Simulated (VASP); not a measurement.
# Os (I4/mmm) in VASP: single point with r2SCAN

Aim: the single point of Os with r2SCAN.

Program: VASP 6.6.1. These are calculated values, not measurements. Logs are shortened: lines on timing, memory, paths and dates and some standing lists are left out, and cuts for length are marked.

## Step 1: The cell of the first run

The structure is tetragonal, space group I4/mmm (No. 139). Conventional cell: a = 2.833 Å, b = 2.833 Å, c = 3.773 Å, α = 90.00°, β = 90.00°, γ = 90.00°. Os (site symmetry 4/mmm) has 12 Os at 2.75 to 2.83 Å within 3.6 Å.

## Step 2: Single point, r2SCAN (strain +0.030 along x and y, -0.030 along z)

POSCAR

```
Os
1.0
    0.0000000000      2.0033500000      1.8866500000
    2.0033500000      0.0000000000      1.8866500000
    2.0033500000      2.0033500000      0.0000000000
Os
1
Direct
    0.0000000000      0.0000000000      0.0000000000
```

INCAR.step1

```
SYSTEM = Os
ALGO     = Normal         ! electronic algorithm
EDIFF    = 1E-4           ! SCF threshold, eV
ENCUT    = 520            ! plane-wave cutoff, eV
GGA      = PE             ! functional
ISMEAR   = 0              ! smearing method
LASPH    = .TRUE.         ! aspherical terms in the spheres
LCHARG   = .FALSE.        ! write CHGCAR
LREAL    = .FALSE.        ! projectors in reciprocal space
LWAVE    = .TRUE.         ! write WAVECAR
NBANDS   = 10             ! bands
NELM     = 100            ! most SCF steps
PREC     = Accurate       ! precision mode
SIGMA    = 0.15           ! smearing width, eV
```

INCAR.step2

```
SYSTEM = Os
ALGO     = Normal         ! electronic algorithm
EDIFF    = 1E-6           ! SCF threshold, eV
ENCUT    = 520            ! plane-wave cutoff, eV
ISIF     = 2              ! what is computed and relaxed
ISMEAR   = 0              ! smearing method
ISTART   = 1            
LASPH    = .TRUE.         ! aspherical terms in the spheres
LCHARG   = .FALSE.        ! write CHGCAR
LMIXTAU  = .TRUE.       
LREAL    = .FALSE.        ! projectors in reciprocal space
LWAVE    = .FALSE.        ! write WAVECAR
METAGGA  = R2SCAN         ! meta-GGA
NBANDS   = 10             ! bands
NELM     = 100            ! most SCF steps
PREC     = Accurate       ! precision mode
SIGMA    = 0.15           ! smearing width, eV
```

KPOINTS

```
k-points
0
G
  20 20 20
  0 0 0
```

Potentials or basis: VASP PAW PBE potentials, release 64 (Os).

Started as:

```bash
$ cat potpaw_PBE.64/Os/POTCAR > POTCAR
$ cp INCAR.step1 INCAR
$ mpirun -np 1 vasp_std > vasp.out
$ cp INCAR.step2 INCAR
$ mpirun -np 1 vasp_std > vasp.out
```

OUTCAR:

```text
SYSTEM = Os
   EDIFF = 1E-6
   ENCUT = 520
   ISIF = 2
   ISMEAR = 0
   ISTART = 1
   LASPH = .TRUE.
   LREAL = .FALSE.
   METAGGA = R2SCAN
   NELM = 100
   PREC = Accurate

 ion  position               nearest neighbor table
   1  0.000  0.000  0.000-

  LATTYP: Found a body centered tetragonal cell.
 ALAT       =     2.8331647402
 C/A-ratio  =     1.3318321898

  Lattice vectors:

 A1 = (   0.0000000000,  -2.0033500000,  -1.8866500000)
 A2 = (   0.0000000000,   2.0033500000,  -1.8866500000)
 A3 = (   2.0033500000,   0.0000000000,   1.8866500000)

Analysis of symmetry for initial positions (statically):
=====================================================================
 Subroutine PRICEL returns:
 Original cell was already a primitive cell.

 Routine SETGRP: Setting up the symmetry group for a
 body centered tetragonal supercell.

 Subroutine GETGRP returns: Found 16 space group operations
 (whereof 16 operations were pure point group operations)
 out of a pool of 16 trial point group operations.

The static configuration has the point symmetry D_4h.

Analysis of symmetry for dynamics (positions and initial velocities):
=====================================================================
 Subroutine PRICEL returns:
 Original cell was already a primitive cell.

 Routine SETGRP: Setting up the symmetry group for a
 body centered tetragonal supercell.

 Subroutine GETGRP returns: Found 16 space group operations
 (whereof 16 operations were pure point group operations)
 out of a pool of 16 trial point group operations.

The dynamic configuration has the point symmetry D_4h.

 Subroutine INISYM returns: Found 16 space group operations
 (whereof 16 operations are pure point group operations),
 and found     1 'primitive' translations

----------------------------------------------------------------------------------------

                                     Primitive cell

  volume of cell :      15.1438

  direct lattice vectors                    reciprocal lattice vectors
     0.000000000  2.003350000  1.886650000    -0.249581950  0.249581950  0.265020009
     2.003350000  0.000000000  1.886650000     0.249581950 -0.249581950  0.265020009
     2.003350000  2.003350000  0.000000000     0.249581950  0.249581950 -0.265020009

  length of vectors
     2.751882891  2.751882891  2.833164740     0.441381813  0.441381813  0.441381813

  position of ions in fractional coordinates (direct lattice)
     0.000000000  0.000000000  0.000000000

  ion indices of the primitive-cell ions
   primitive index   ion index
                 1           1

----------------------------------------------------------------------------------------

 KPOINTS: k-points

Automatic generation of k-mesh.
 Grid dimensions read from file:
 generate k-points for:   20   20   20

 Generating k-lattice:

  Cartesian coordinates                     Fractional coordinates (reciprocal lattice)
    -0.012479098  0.012479098  0.013251000     0.050000000  0.000000000  0.000000000
     0.012479098 -0.012479098  0.013251000     0.000000000  0.050000000  0.000000000
     0.012479098  0.012479098 -0.013251000     0.000000000  0.000000000  0.050000000

  Length of vectors
     0.022069091  0.022069091  0.022069091

  Shift w.r.t. Gamma in fractional coordinates (k-lattice)
     0.000000000  0.000000000  0.000000000

 Subroutine IBZKPT returns following result:
 ===========================================

 Found    641 irreducible k-points:

 Following reciprocal coordinates:
            Coordinates               Weight
  0.000000  0.000000  0.000000      1.000000
  0.050000  0.000000  0.000000      8.000000
  0.100000  0.000000  0.000000      8.000000
  0.150000  0.000000  0.000000      8.000000
  0.200000  0.000000  0.000000      8.000000
  0.250000 -0.000000  0.000000      8.000000
[... 16 lines left out ...]
 -0.400000  0.050000  0.000000      8.000000
 -0.350000  0.050000  0.000000      8.000000
 [... further k-points ...]
   k-points           NKPTS =    641   k-points in BZ     NKDIM =    641   number of bands    NBANDS=     10
   number of dos      NEDOS =    301   number of ions     NIONS =      1
   total plane-waves  NPLWV =   9600
   dimension x,y,z NGX =    20 NGY =   20 NGZ =   24
   dimension x,y,z NGXF=    40 NGYF=   40 NGZF=   48
   ions per type =               1
   NGX,Y,Z   is equivalent  to a cutoff of  12.08, 12.08, 14.08 a.u.
   NGXF,Y,Z  is equivalent  to a cutoff of  24.16, 24.16, 28.17 a.u.
 SYSTEM =  Os
   PREC   = accura    normal or accurate (medium, high low for compatibility)
   ISTART =      1    job   : 0-new  1-cont  2-samecut
   ICHARG =      0    charge: 1-file 2-atom 10-const
   ISPIN  =      1    spin polarized calculation?
   LNONCOLLINEAR =      F non collinear calculations
   LSORBIT =      F    spin-orbit coupling
   LASPH  =      T    aspherical Exc in radial PAW
   ENCUT  =  520.0 eV  38.22 Ry    6.18 a.u.   5.12  5.12  5.27*2*pi/ulx,y,z
   NELM   =    100;   NELMIN=  2; NELMDL=  0     # of ELM steps
   EDIFF  = 0.1E-05   stopping-criterion for ELM
   LREAL  =      F    real-space projection
   EDIFFG = 0.1E-04   stopping-criterion for IOM
   NSW    =      0    number of steps for IOM
   IBRION =     -1    ionic relax: 0-MD 1-quasi-New 2-CG
   NFREE  =      0    steps in history (QN), initial steepest desc. (CG)
   ISIF   =      2    stress and relaxation
   ISYM   =      2    0-nonsym 1-usesym 2-fastsym
   POTIM  = 0.5000    time-step for ionic-motion
   TEBEG  =    0.0;   TEEND  =   0.0 temperature during run
   PSTRESS=    0.0 pullay stress
   NELECT =       8.0000    total number of electrons
   NUPDOWN=      -1.0000    fix difference up-down
   EMIN   =  10.00;   EMAX   =-10.00  energy-range for DOS
   EFERMI =   0.00;   METHOD = LEGACY
   ISMEAR =     0;   SIGMA  =   0.15  broadening in eV -4-tet -1-fermi 0-gaus
   EFERMI_NEDOS =   21; number of points for ismear=-14 and -15
   IALGO  =     38    algorithm
   IMIX   =      4    mixing-type and parameters
     AMIX     =   0.40;   BMIX     =  1.00
     AMIX_MAG =   1.60;   BMIX_MAG =  1.00
  volume/ion in A,a.u.               =      15.14       102.20
  Fermi-wavevector in a.u.,A,eV,Ry     =   1.323406  2.500875 23.829297  1.751404
  Thomas-Fermi vector in A             =   2.453017
   LORBIT       =      0    0 simple, 1 ext, 2 COOP (PROOUT), +10 PAW based schemes
   METAGGA = R2SCAN    functional components
   LHFCALC =     F    Hartree Fock is set to
   AEXX    =    0.0000 exact exchange contribution
   IVDW    =     0    specifies the selected vdW correction
   LEPSILON=     F    determine dielectric tensor
   LRPA    =     F    only Hartree local field effects (RPA)
 non-spin polarized calculation
 Gauss-broadening in eV      SIGMA  =   0.15
  energy-cutoff  :      520.00
  volume of cell :       15.14
 maximum number of plane-waves:       428
   NGX = 11   NGY = 11   NGZ = 11

 number of electron       8.0000000 magnetization

 Free energy of the ion-electron system (eV)
  ---------------------------------------------------
  ext. energy  EPLUGINS =         0.00000000
  ---------------------------------------------------
  free energy    TOTEN  =       -52.73351990 eV

  energy without entropy =      -52.72323848  energy(sigma->0) =      -52.72837919

 E-fermi :   8.0047     XC(G=0): -14.8654

 val. band max:        8.0034595724   @ k =  -0.1500   0.2500   0.1500
 cond. band min:       8.0078997967   @ k =  -0.1000   0.3000   0.2000
 fundamental gap:      0.0044402243
 Fermi energy:         8.0046696567

 k-point     1 :       0.0000    0.0000    0.0000
  band No.  band energies     occupation
      1      -2.6020      2.00000
      2       4.9695      2.00000
      3       4.9695      2.00000
      4       5.7796      2.00000
      5       7.4528      2.00000
      6       8.4619      0.00002
      7      23.0237      0.00000
      8      27.9926      0.00000
      9      27.9926      0.00000
     10      30.0290      0.00000

 k-point     2 :       0.0500    0.0000    0.0000
  band No.  band energies     occupation
      1      -2.4888      2.00000
      2       4.9489      2.00000
      3       5.0192      2.00000
      4       5.7817      2.00000
      5       7.4297      2.00000
      6       8.4169      0.00010
      7      23.2280      0.00000
      8      27.6945      0.00000
      9      28.1812      0.00000
     10      29.8571      0.00000

 k-point     3 :       0.1000    0.0000    0.0000
  band No.  band energies     occupation
      1      -2.1582      2.00000
      2       4.8603      2.00000
      3       5.1478      2.00000
      4       5.8255      2.00000
      5       7.3874      2.00000
      6       8.3024      0.00500
      7      23.7984      0.00000
      8      26.7117      0.00000
      9      28.7346      0.00000
     10      30.1018      0.00000

 k-point     4 :       0.1500    0.0000    0.0000
  band No.  band energies     occupation
      1      -1.6400      2.00000
      2       4.6973      2.00000
      3       5.2880      2.00000
      4       5.9380      2.00000
      5       7.4076      2.00000
      6       8.1812      0.09605
      7      24.5514      0.00000
      8      25.4732      0.00000
      9      29.6172      0.00000
     10      30.8997      0.00000

 k-point     5 :       0.2000    0.0000    0.0000
  band No.  band energies     occupation
      1      -0.9942      2.00000
      2       4.5466      2.00000
      3       5.3410      2.00000
      4       6.0488      2.00000
      5       7.6046      1.99984
      6       8.1549      0.15674
      7      23.9647      0.00000
      8      25.4904      0.00000
      9      30.7700      0.00000
     10      32.0058      0.00000

 k-point     6 :       0.2500   -0.0000    0.0000
  band No.  band energies     occupation
      1      -0.3274      2.00000
      2       4.5502      2.00000
      3       5.2624      2.00000
      4       6.0595      2.00000
      5       8.0282      0.82439
      6       8.3208      0.00288
      7      22.6471      0.00000
      8      25.6418      0.00000
      9      32.0627      0.00000
     10      32.7125      0.00000
[... 183 lines left out ...]
 k-point    21 :       0.5000    0.0500    0.0000
  band No.  band energies     occupation
      1       0.7636      2.00000
      2       4.7256      2.00000
      3       5.3897      2.00000
      4       7.3811      2.00000
      5      10.3853      0.00000
      6      10.4550      0.00000
      7      16.4807      0.00000
      8      22.7191      0.00000
      9      27.9131      0.00000
     10      29.0756      0.00000

 k-point    22 :      -0.4500    0.0500    0.0000
  band No.  band energies     occupation
      1       0.7636      2.00000
      2       4.7311      2.00000
      3       5.3888      2.00000
      4       7.3109      2.00000
      5      10.2528      0.00000
      6      10.3762      0.00000
      7      16.7126      0.00000
      8      22.7670      0.00000
      9      28.3179      0.00000
     10      28.9267      0.00000

 k-point    23 :      -0.4000    0.0500    0.0000
  band No.  band energies     occupation
      1       0.7510      2.00000
      2       4.8063      2.00000
      3       5.4559      2.00000
      4       6.6479      2.00000
      5       9.7812      0.00000
      6      10.1113      0.00000
      7      17.8256      0.00000
      8      23.1104      0.00000
      9      29.2724      0.00000
     10      29.3180      0.00000

 k-point    24 :      -0.3500    0.0500    0.0000
  band No.  band energies     occupation
      1       0.6698      2.00000
      2       4.9435      2.00000
      3       5.5171      2.00000
      4       5.8158      2.00000
      5       9.1415      0.00000
      6       9.7242      0.00000
      7      19.3673      0.00000
      8      23.7638      0.00000
      9      29.9844      0.00000
     10      30.8176      0.00000

 [... further k-points ...]
[... 5 lines left out ...]
  --------------------------------------------------------------------------------------
  -------------------------------------------------------------------------------------
  Total       -2.9347328     -2.9347328     -1.1950600      0.0000000      0.0000000     -0.0000000
  in kB     -310.4875179   -310.4875179   -126.4344083      0.0000000      0.0000000     -0.0000000
  external PRESSURE =    -249.1364814 kB  Pullay stress =       0.0000000 kB

 VOLUME and BASIS-vectors are now :
 -----------------------------------------------------------------------------
  energy-cutoff  :      520.00
  volume of cell :       15.14
      direct lattice vectors                 reciprocal lattice vectors
     0.000000000  2.003350000  1.886650000    -0.249581950  0.249581950  0.265020009
     2.003350000  0.000000000  1.886650000     0.249581950 -0.249581950  0.265020009
     2.003350000  2.003350000  0.000000000     0.249581950  0.249581950 -0.265020009

 POSITION                                       TOTAL-FORCE (eV/Angst)
 -----------------------------------------------------------------------------------
      0.00000      0.00000      0.00000         0.000000     -0.000000      0.000000
 -----------------------------------------------------------------------------------
    total drift:                                0.000000     -0.000000      0.000000

  FREE ENERGIE OF THE ION-ELECTRON SYSTEM (eV)
  ---------------------------------------------------
  free  energy   TOTEN  =       -52.7335199039 eV

  energy  without entropy=      -52.7232384790  energy(sigma->0) =      -52.72837919
```

It took 1.8 min on 1 thread of Intel Xeon 6975P-C (Granite Rapids), shared host; peak memory 0.22 GiB.

Results:

| Item | Value |
| --- | --- |
| Free energy | -52.7335 eV |
| Pressure | -24.9 GPa |
| Band gap on the k mesh | zero (band 4 reaches 10.87 eV, above the bottom of band 5 at 6.59 eV) |

Levels at points of the mesh, in eV from the Fermi level:
```tsv
k point	band 1	band 2	band 3	band 4	band 5	band 6	band 7	band 8	band 9
(0.00, 0.00, 0.00)	-10.61	-3.04	-3.04	-2.23	-0.55	0.46	15.02	19.99	19.99
(0.50, 0.00, 0.00)	-7.34	-3.37	-2.49	-0.22	1.97	2.45	8.48	14.46	20.04
(0.50, 0.50, 0.00)	-7.06	-6.50	2.11	2.87	2.87	3.12	11.61	11.61	12.71
(0.50, 0.00, 0.50)	-7.15	-6.40	1.81	2.10	2.46	3.17	11.13	12.39	13.11
```

Caveat: the cell differs from its parent crystal (strain +0.030 along x and y, -0.030 along z); the PAW data sets were made with another functional, which shifts forces and pressure a little; spin-orbit coupling is left out, which moves the levels of the heavy elements.
